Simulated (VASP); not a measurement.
**Se: single point with LDA**

Se:

```
Se
1.0
    -1.70345    1.70345    1.70345
     1.70345   -1.70345    1.70345
     1.70345    1.70345   -1.70345
Se
1
Cartesian
  0.0000 0.0000 0.0000
```

```
Program                : VASP 6.6.1
Task                   : single point
Functional             : LDA
Potentials or basis    : VASP PAW LDA potentials, release 64 (Se)
Cutoff                 : 520 eV
k mesh                 : 20 × 20 × 20
Occupations            : gaussian, width 0.15 eV
Spin                   : no spin polarisation
Dipole correction      : no
Further INCAR settings : ALGO = Normal; EDIFF = 1e-06; NBANDS = 9
```

- Pressure: -3.4 GPa
- Band gap on the k mesh: zero (band 3 reaches 9.00 eV, above the bottom of band 4 at 2.04 eV)

Levels at points of the mesh, in eV from the Fermi level:
```
           k point  band 1  band 2  band 3  band 4  band 5  band 6
(0.00, 0.00, 0.00)  -16.34    3.10    3.10    3.10   11.42   12.53
(0.50, 0.00, 0.00)  -12.76   -6.83    0.06    2.21    6.93    8.36
(0.50, 0.50, 0.50)  -10.29   -3.29   -3.29   -3.29    3.97    3.97
```

It took 8.6 s on 1 thread of Intel(R) Xeon(R) 6975P-C (Granite Rapids), on a shared host, peak memory 0.16 GiB.
